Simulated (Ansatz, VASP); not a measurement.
## Tl: VASP beside Ansatz

INCAR

```
SYSTEM = Tl
ALGO = Normal ; EDIFF = 1E-6
ENCUT = 520 ; GGA = PS
ISIF = 2 ; ISMEAR = -1
LASPH = .True. ; LCHARG = .False.
LREAL = .False. ; LWAVE = .False.
NBANDS = 20 ; NELM = 100
PREC = Accurate ; SIGMA = 0.05
```

KPOINTS

```
k-points
0
Gamma
  9 9 5
  0 0 0
```

Contents of POSCAR:

```
Tl
1.0
    3.4328046702      0.0000000000      0.0000000000
   -1.7164023351      2.9728960507      0.0000000000
    0.0000000000      0.0000000000      5.4879183458
Tl
2
Direct
    0.6666666667      0.3333333333      0.7500000000
    0.3333333333      0.6666666667      0.2500000000
```

The input input.yaml:

```yaml
crystal:
  lattice:
    - [3.4328046702, 0.0, 0.0]
    - [-1.7164023351, 2.9728960507, 0.0]
    - [0.0, 0.0, 5.4879183458]
  atoms:
    - { symbol: Tl, position: [0.6666666667, 0.3333333333, 0.75] }
    - { symbol: Tl, position: [0.3333333333, 0.6666666667, 0.25] }
kpoints:
  mp_grid: { grid: [9, 9, 5] }
scf:
  occupations: { method: fermi_dirac, width: 0.05 }
hamiltonian:
  xc: pbesol
  pseudopotentials: { kind: all_electron, lapw: { basis_error: 0.0005 } }
output:
  forces: true
  stress: true
  eigenvalues: true
```

Change from the starting cell: volume scaled by 0.98.

Alike in both runs: task single point; functional PBEsol; k mesh 9 × 9 × 5; occupations fermi-dirac, width 0.05 eV; no spin polarisation.

|  | VASP | Ansatz |
| --- | --- | --- |
| version | VASP 6.6.1 | Ansatz 0.2.0 |
| potentials or method | VASP PAW PBE potentials, release 64 (Tl_d), cutoff 520 eV | all-electron LAPW, scalar-relativistic |

Ansatz gave:

```
gap on the k mesh at the Fermi level (eV)                     : none
pressure (GPa)                                                : 1.0
traceless stress, the component that is largest in VASP (GPa) : 0.97
```

Problem. What did VASP give for the same quantities?

Solution. gap on the k mesh at the Fermi level (eV): none; pressure (GPa): 0.9; traceless stress, the component that is largest in VASP (GPa): 0.96.

VASP's potentials were made for PBE, not for PBEsol. A gap of «none» marks a metal or a gap that the smearing closes. Ansatz ran all-electron here, and VASP with PAW potentials.

Neither program's run includes spin-orbit coupling.
